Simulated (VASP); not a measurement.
A run of VASP 6.6.1 is set up as follows.

File INCAR:

```
  ALGO = Normal
  EDIFF = 1E-8
  ENCUT = 520
  GGA = CA
  ISIF = 2
  ISMEAR = -1
  LASPH = True
  LCHARG = False
  LEFG = True
  LREAL = False
  LWAVE = False
  NBANDS = 19
  NELM = 80
  PREC = Accurate
  SIGMA = 0.08
```

File KPOINTS:

```
k-points
0
Gamma
  14 14 10
```

The input POSCAR:

```
TiHg
1.0
    3.0090000000      0.0000000000      0.0000000000
    0.0000000000      3.0090000000      0.0000000000
    0.0000000000      0.0000000000      4.0410000000
Ti Hg
1 1
Direct
    0.5000000000      0.5000000000      0.5000000000
    0.0000000000      0.0000000000      0.0000000000
```

Potentials or basis: VASP PAW LDA potentials, release 64 (Ti_sv, Hg).

The run is started by

```bash
$ cat potpaw_LDA.64/Ti_sv/POTCAR potpaw_LDA.64/Hg/POTCAR > POTCAR
$ mpirun -np 1 vasp_std > vasp.out
```

(1) Estimate the band gap on the k mesh.

(2) Predict the pressure.

## Answers

(1) zero (band 12 reaches 6.91 eV, above the bottom of band 13 at 5.80 eV).

(2) -5.8 GPa.

Caveat: without QUAD_EFG the Cq values of the log hold for a quadrupole moment of 1 mb, not for the nuclei; spin-orbit coupling is left out, which moves the levels of the heavy elements.
